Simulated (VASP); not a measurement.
The system is GaN.

```
Ga N
1.0
     3.30003    0.00000    0.00000
    -1.65002    2.85791    0.00000
     0.00000    0.00000    4.75588
Ga N
2 2
Direct
  0.33333 0.66667 0.25000
  0.66667 0.33333 0.75000
  0.66667 0.33333 0.25000
  0.33333 0.66667 0.75000
```

Base run:

- Program: VASP 6.6.1
- Functional: PBEsol
- Potentials or basis: VASP PAW PBE potentials, release 64 (Ga_d, N)
- Cutoff: 600 eV
- k mesh: 6 × 6 × 4
- Occupations: fermi-dirac, width 0.5 eV
- Spin: no spin polarisation

Its results: band gap on the k mesh 1.42 eV; pressure 0.5 GPa.

Problem. The run is repeated on the same cell with these changes: occupations from fermi-dirac, width 0.5 eV to fermi-dirac, width 0.001 eV. What comes out?

Solution. Band gap on the k mesh 1.41 eV; pressure -0.3 GPa.

Caveats: the PAW data sets were made with another functional, which shifts forces and pressure a little; so wide a smearing shifts energies and pressures (at least some runs).

